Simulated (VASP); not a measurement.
# Si2Ni (Fm-3m) in VASP: further runs

The runs below take Si2Ni through single point, with PBEsol.

Everything below comes from runs of VASP 6.6.1. Logs are shortened: lines on timing, memory, paths and dates and some standing lists are left out, and cuts for length are marked.

## Step 1: The cell of the first run

The structure is cubic, space group Fm-3m (No. 225). The conventional cell has a = 5.251 Å, b = 5.251 Å, c = 5.251 Å, α = 90.00°, β = 90.00°, γ = 90.00°. Within 3.0 Å of Si (site symmetry -43m) lie 4 Ni at 2.27 Å and 6 Si at 2.63 Å. Within 3.0 Å of Ni (site symmetry m-3m) lie 8 Si at 2.27 Å.

## Step 2: Single point, PBEsol

INCAR

```
SYSTEM = Si2Ni
PREC     = Accurate       ! precision mode
ENCUT    = 520            ! plane-wave cutoff, eV
EDIFF    = 1E-6           ! SCF threshold, eV
ISMEAR   = -1             ! smearing method
SIGMA    = 0.1            ! smearing width, eV
LREAL    = .False.        ! projectors in reciprocal space
LASPH    = .True.         ! aspherical terms in the spheres
NELM     = 100            ! most SCF steps
ALGO     = Normal         ! electronic algorithm
ISIF     = 2              ! what is computed and relaxed
LWAVE    = .False.        ! write WAVECAR
LCHARG   = .False.        ! write CHGCAR
GGA      = PS             ! functional
NBANDS   = 16             ! bands
```

KPOINTS

```
regular mesh
0
Gamma
  14 14 14
  0 0 0
```

POSCAR

```
Si2Ni
1.0
    0.0000000000      2.6255024927      2.6255024927
    2.6255024927      0.0000000000      2.6255024927
    2.6255024927      2.6255024927      0.0000000000
Si Ni
2 1
Direct
    0.2500000000      0.2500000000      0.2500000000
    0.7500000000      0.7500000000      0.7500000000
    0.0000000000      0.0000000000      0.0000000000
```

Potentials or basis: VASP PAW PBE potentials, release 64 (Si, Ni).

Run with:

```
$ cat potpaw_PBE.64/Si/POTCAR potpaw_PBE.64/Ni/POTCAR > POTCAR
$ mpirun -np 1 vasp_std > vasp.out
```

OUTCAR:

```text
SYSTEM = Si2Ni
   PREC = Accurate
   ENCUT = 520
   EDIFF = 1E-6
   ISMEAR = -1
   LREAL = .False.
   LASPH = .True.
   NELM = 100
   ISIF = 2
   GGA = PS

 ion  position               nearest neighbor table
   1  0.250  0.250  0.250-   3 2.27   3 2.27   3 2.27   3 2.27   2 2.63   2 2.63   2 2.63   2 2.63
                             2 2.63   2 2.63
   2  0.750  0.750  0.750-   3 2.27   3 2.27   3 2.27   3 2.27   1 2.63   1 2.63   1 2.63   1 2.63
                             1 2.63   1 2.63
   3  0.000  0.000  0.000-   2 2.27   2 2.27   2 2.27   1 2.27   2 2.27   1 2.27   1 2.27   1 2.27

  LATTYP: Found a face centered cubic cell.
 ALAT       =     5.2510049854

  Lattice vectors:

 A1 = (   0.0000000000,   2.6255024927,   2.6255024927)
 A2 = (   2.6255024927,   0.0000000000,   2.6255024927)
 A3 = (   2.6255024927,   2.6255024927,   0.0000000000)

Analysis of symmetry for initial positions (statically):
=====================================================================
 Subroutine PRICEL returns:
 Original cell was already a primitive cell.

 Routine SETGRP: Setting up the symmetry group for a
 face centered cubic supercell.

 Subroutine GETGRP returns: Found 48 space group operations
 (whereof 48 operations were pure point group operations)
 out of a pool of 48 trial point group operations.

The static configuration has the point symmetry O_h .

Analysis of symmetry for dynamics (positions and initial velocities):
=====================================================================
 Subroutine PRICEL returns:
 Original cell was already a primitive cell.

 Routine SETGRP: Setting up the symmetry group for a
 face centered cubic supercell.

 Subroutine GETGRP returns: Found 48 space group operations
 (whereof 48 operations were pure point group operations)
 out of a pool of 48 trial point group operations.

The dynamic configuration has the point symmetry O_h .

 Subroutine INISYM returns: Found 48 space group operations
 (whereof 48 operations are pure point group operations),
 and found     1 'primitive' translations

----------------------------------------------------------------------------------------

                                     Primitive cell

  volume of cell :      36.1966

  direct lattice vectors                    reciprocal lattice vectors
     0.000000000  2.625502493  2.625502493    -0.190439735  0.190439735  0.190439735
     2.625502493  0.000000000  2.625502493     0.190439735 -0.190439735  0.190439735
     2.625502493  2.625502493  0.000000000     0.190439735  0.190439735 -0.190439735

  length of vectors
     3.713021233  3.713021233  3.713021233     0.329851297  0.329851297  0.329851297

  position of ions in fractional coordinates (direct lattice)
     0.250000000  0.250000000  0.250000000
     0.750000000  0.750000000  0.750000000
     0.000000000  0.000000000  0.000000000

  ion indices of the primitive-cell ions
   primitive index   ion index
                 1           1
                 2           2
                 3           3

----------------------------------------------------------------------------------------

 KPOINTS: regular mesh

Automatic generation of k-mesh.
 Grid dimensions read from file:
 generate k-points for:   14   14   14

 Generating k-lattice:

  Cartesian coordinates                     Fractional coordinates (reciprocal lattice)
    -0.013602838  0.013602838  0.013602838     0.071428571  0.000000000  0.000000000
     0.013602838 -0.013602838  0.013602838     0.000000000  0.071428571  0.000000000
     0.013602838  0.013602838 -0.013602838     0.000000000  0.000000000  0.071428571

  Length of vectors
     0.023560807  0.023560807  0.023560807

  Shift w.r.t. Gamma in fractional coordinates (k-lattice)
     0.000000000  0.000000000  0.000000000

 Subroutine IBZKPT returns following result:
 ===========================================

 Found    104 irreducible k-points:

 Following reciprocal coordinates:
            Coordinates               Weight
  0.000000  0.000000  0.000000      1.000000
  0.071429  0.000000  0.000000      8.000000
  0.142857  0.000000  0.000000      8.000000
  0.214286  0.000000  0.000000      8.000000
  0.285714  0.000000  0.000000      8.000000
  0.357143  0.000000  0.000000      8.000000
[... 16 lines left out ...]
  0.214286  0.142857  0.000000     24.000000
  0.285714  0.142857  0.000000     24.000000
 [... further k-points ...]
   k-points           NKPTS =    104   k-points in BZ     NKDIM =    104   number of bands    NBANDS=     16
   number of dos      NEDOS =    301   number of ions     NIONS =      3
   total plane-waves  NPLWV =  21952
   dimension x,y,z NGX =    28 NGY =   28 NGZ =   28
   dimension x,y,z NGXF=    56 NGYF=   56 NGZF=   56
   ions per type =               2   1
   NGX,Y,Z   is equivalent  to a cutoff of  12.54, 12.54, 12.54 a.u.
   NGXF,Y,Z  is equivalent  to a cutoff of  25.07, 25.07, 25.07 a.u.
 SYSTEM =  Si2Ni
   PREC   = accura    normal or accurate (medium, high low for compatibility)
   ISTART =      0    job   : 0-new  1-cont  2-samecut
   ICHARG =      2    charge: 1-file 2-atom 10-const
   ISPIN  =      1    spin polarized calculation?
   LNONCOLLINEAR =      F non collinear calculations
   LSORBIT =      F    spin-orbit coupling
   LASPH  =      T    aspherical Exc in radial PAW
   ENCUT  =  520.0 eV  38.22 Ry    6.18 a.u.   6.90  6.90  6.90*2*pi/ulx,y,z
   NELM   =    100;   NELMIN=  2; NELMDL= -5     # of ELM steps
   EDIFF  = 0.1E-05   stopping-criterion for ELM
   LREAL  =      F    real-space projection
   EDIFFG = 0.1E-04   stopping-criterion for IOM
   NSW    =      0    number of steps for IOM
   IBRION =     -1    ionic relax: 0-MD 1-quasi-New 2-CG
   NFREE  =      0    steps in history (QN), initial steepest desc. (CG)
   ISIF   =      2    stress and relaxation
   ISYM   =      2    0-nonsym 1-usesym 2-fastsym
   POTIM  = 0.5000    time-step for ionic-motion
   TEBEG  =    0.0;   TEEND  =   0.0 temperature during run
   PSTRESS=    0.0 pullay stress
   NELECT =      18.0000    total number of electrons
   NUPDOWN=      -1.0000    fix difference up-down
   EMIN   =  10.00;   EMAX   =-10.00  energy-range for DOS
   EFERMI =   0.00;   METHOD = LEGACY
   ISMEAR =    -1;   SIGMA  =   0.10  broadening in eV -4-tet -1-fermi 0-gaus
   EFERMI_NEDOS =   21; number of points for ismear=-14 and -15
   IALGO  =     38    algorithm
   IMIX   =      4    mixing-type and parameters
     AMIX     =   0.40;   BMIX     =  1.00
     AMIX_MAG =   1.60;   BMIX_MAG =  1.00
  volume/ion in A,a.u.               =      12.07        81.42
  Fermi-wavevector in a.u.,A,eV,Ry     =   1.297010  2.450993 22.888186  1.682234
  Thomas-Fermi vector in A             =   2.428430
   LORBIT       =      0    0 simple, 1 ext, 2 COOP (PROOUT), +10 PAW based schemes
   GGA     = PS    functional components
   LHFCALC =     F    Hartree Fock is set to
   AEXX    =    0.0000 exact exchange contribution
   IVDW    =     0    specifies the selected vdW correction
   LEPSILON=     F    determine dielectric tensor
   LRPA    =     F    only Hartree local field effects (RPA)
 non-spin polarized calculation
  energy-cutoff  :      520.00
  volume of cell :       36.20
 maximum number of plane-waves:       990
   NGX = 13   NGY = 13   NGZ = 13

 number of electron      18.0000001 magnetization

 Free energy of the ion-electron system (eV)
  ---------------------------------------------------
  ext. energy  EPLUGINS =         0.00000000
  ---------------------------------------------------
  free energy    TOTEN  =       -18.86434222 eV

  energy without entropy =      -18.83592388  energy(sigma->0) =      -18.85013305

 E-fermi :  11.7947     XC(G=0): -12.1025

 val. band max:       11.7540727419   @ k =   0.0714   0.0000   0.0000
 cond. band min:      11.8006328488   @ k =   0.4286   0.2857   0.0000
 fundamental gap:      0.0465601069
 Fermi energy:        11.7947286247

 k-point     1 :       0.0000    0.0000    0.0000
  band No.  band energies     occupation
      1      -3.0102      2.00000
      2       5.8845      2.00000
      3       5.8845      2.00000
      4       5.8845      2.00000
      5       7.6673      2.00000
      6       7.6673      2.00000
[... 8 lines left out ...]
     15      16.6202      0.00000
     16      16.6202      0.00000

 k-point     2 :       0.0714    0.0000    0.0000
  band No.  band energies     occupation
      1      -2.9293      2.00000
      2       5.7480      2.00000
      3       5.9105      2.00000
      4       5.9105      2.00000
      5       7.6511      2.00000
      6       7.6511      2.00000
[... 8 lines left out ...]
     15      16.2143      0.00000
     16      16.4607      0.00000

 k-point     3 :       0.1429    0.0000    0.0000
  band No.  band energies     occupation
      1      -2.6875      2.00000
      2       5.3481      2.00000
      3       5.9832      2.00000
      4       5.9832      2.00000
      5       7.6131      2.00000
      6       7.6131      2.00000
[... 8 lines left out ...]
     15      16.0591      0.00000
     16      16.4361      0.00000

 k-point     4 :       0.2143    0.0000    0.0000
  band No.  band energies     occupation
      1      -2.2881      2.00000
      2       4.7036      2.00000
      3       6.0851      2.00000
      4       6.0851      2.00000
      5       7.5831      2.00000
      6       7.5831      2.00000
[... 8 lines left out ...]
     15      16.6426      0.00000
     16      17.6212      0.00000
[... 324 lines left out ...]
 k-point    22 :       0.1429    0.1429    0.0000
  band No.  band energies     occupation
      1      -2.5799      2.00000
      2       5.4154      2.00000
      3       5.9370      2.00000
      4       5.9370      2.00000
      5       7.3772      2.00000
      6       7.7534      2.00000
[... 8 lines left out ...]
     15      17.1826      0.00000
     16      17.1826      0.00000

 k-point    23 :       0.2143    0.1429    0.0000
  band No.  band energies     occupation
      1      -2.2866      2.00000
      2       5.0667      2.00000
      3       5.9873      2.00000
      4       6.0118      2.00000
      5       7.2208      2.00000
      6       7.7867      2.00000
[... 8 lines left out ...]
     15      17.8682      0.00000
     16      18.0242      0.00000

 k-point    24 :       0.2857    0.1429    0.0000
  band No.  band energies     occupation
      1      -1.8385      2.00000
      2       4.4649      2.00000
      3       6.0701      2.00000
      4       6.1060      2.00000
      5       7.1006      2.00000
      6       7.8214      2.00000
[... 8 lines left out ...]
     15      18.9174      0.00000
     16      19.2920      0.00000

 [... further k-points ...]

------------------------ aborting loop because EDIFF is reached ----------------------------------------

  FORCE on cell =-STRESS in cart. coord.  units (eV):
  Direction    XX          YY          ZZ          XY          YZ          ZX
  --------------------------------------------------------------------------------------
  -------------------------------------------------------------------------------------
  Total        3.3816354      3.3816354      3.3816354     -0.0000000      0.0000000     -0.0000000
  in kB      149.6821652    149.6821652    149.6821652     -0.0000000      0.0000000     -0.0000000
  external PRESSURE =     149.6821652 kB  Pullay stress =       0.0000000 kB

 VOLUME and BASIS-vectors are now :
 -----------------------------------------------------------------------------
  energy-cutoff  :      520.00
  volume of cell :       36.20
      direct lattice vectors                 reciprocal lattice vectors
     0.000000000  2.625502493  2.625502493    -0.190439735  0.190439735  0.190439735
     2.625502493  0.000000000  2.625502493     0.190439735 -0.190439735  0.190439735
     2.625502493  2.625502493  0.000000000     0.190439735  0.190439735 -0.190439735

 POSITION                                       TOTAL-FORCE (eV/Angst)
 -----------------------------------------------------------------------------------
      1.31275      1.31275      1.31275        -0.000000     -0.000000     -0.000000
      3.93825      3.93825      3.93825         0.000000      0.000000      0.000000
      0.00000      0.00000      0.00000         0.000000     -0.000000      0.000000
 -----------------------------------------------------------------------------------
    total drift:                               -0.000000     -0.000000      0.000000

  FREE ENERGIE OF THE ION-ELECTRON SYSTEM (eV)
  ---------------------------------------------------
  free  energy   TOTEN  =       -18.8643422187 eV

  energy  without entropy=      -18.8359238752  energy(sigma->0) =      -18.85013305
```

It took 65 s on 1 thread of Intel Xeon Platinum 8375C at 2.90GHz (Ice Lake), shared host; peak memory 0.19 GiB.

Results:

| Property | Result |
| --- | --- |
| Free energy | -18.8643 eV |
| Pressure | 15.0 GPa |
| Band gap on the k mesh | zero (bands 9 and 10 overlap by 2.13 eV) |

Levels at points of the mesh, in eV from the Fermi level:
| k point | band 7 | band 8 | band 9 | band 10 | band 11 | band 12 |
| --- | --- | --- | --- | --- | --- | --- |
| (0.00, 0.00, 0.00) | 0.36 | 1.74 | 1.74 | 1.74 | 2.00 | 2.00 |
| (0.50, 0.00, 0.00) | -3.91 | -1.76 | -1.76 | 1.75 | 1.75 | 1.79 |
| (0.50, 0.50, 0.00) | -4.20 | -4.02 | -3.65 | -0.38 | 1.06 | 7.62 |

Caveat: the cell stands under pressure; the PAW data sets were made with another functional, which shifts forces and pressure a little. Spin polarisation is off, so any magnetic state and its effect on volume and gap are missing.

[end of part 1 of 2]
